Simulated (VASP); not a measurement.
Set up this calculation in VASP 6.6.1, as the native input.

```
Task                   : single point
Functional             : PBE
Potentials or basis    : VASP PAW PBE potentials, release 64 (Sc_sv, Te)
Cutoff                 : 520 eV
k mesh                 : 4 × 4 × 4
Occupations            : gaussian, width 0.1 eV
Spin                   : no spin polarisation
Dipole correction      : no
Further INCAR settings : ALGO = Normal; EDIFF = 1e-06; NBANDS = 28
```

The structure of Sc3Te lies in POSCAR:

```
Sc3Te
1.0
    0.0000000000      3.5682048700      3.5682048700
    3.5682048700      0.0000000000      3.5682048700
    3.5682048700      3.5682048700      0.0000000000
Sc Te
3 1
Direct
    0.2500000000      0.2500000000      0.2500000000
    0.7500000000      0.7500000000      0.7500000000
    0.5000000000      0.5000000000      0.5000000000
    0.0000000000      0.0000000000      0.0000000000
```

One way to write it, as run:

INCAR

```
PREC = Accurate
ENCUT = 520
EDIFF = 1E-6
ISMEAR = 0
SIGMA = 0.1
LREAL = False
LASPH = True
NELM = 80
ALGO = Normal
ISIF = 2
LWAVE = False
LCHARG = False
GGA = PE
NBANDS = 28
```

KPOINTS

```
Automatic mesh
0
Gamma
  4 4 4
```

Potentials or basis: VASP PAW PBE potentials, release 64 (Sc_sv, Te).

Launch:

```bash
$ cat potpaw_PBE.64/Sc_sv/POTCAR potpaw_PBE.64/Te/POTCAR > POTCAR
$ mpirun -np 1 vasp_std > vasp.out
```

It gave:

| Quantity | Value |
| --- | --- |
| Pressure | -0.1 GPa |

Caveat: the k points lie up to 0.38 Å⁻¹ apart.

Wall time 24 s on 1 thread of Intel(R) Xeon(R) 6975P-C (Granite Rapids) (shared host), peak memory 0.23 GiB.
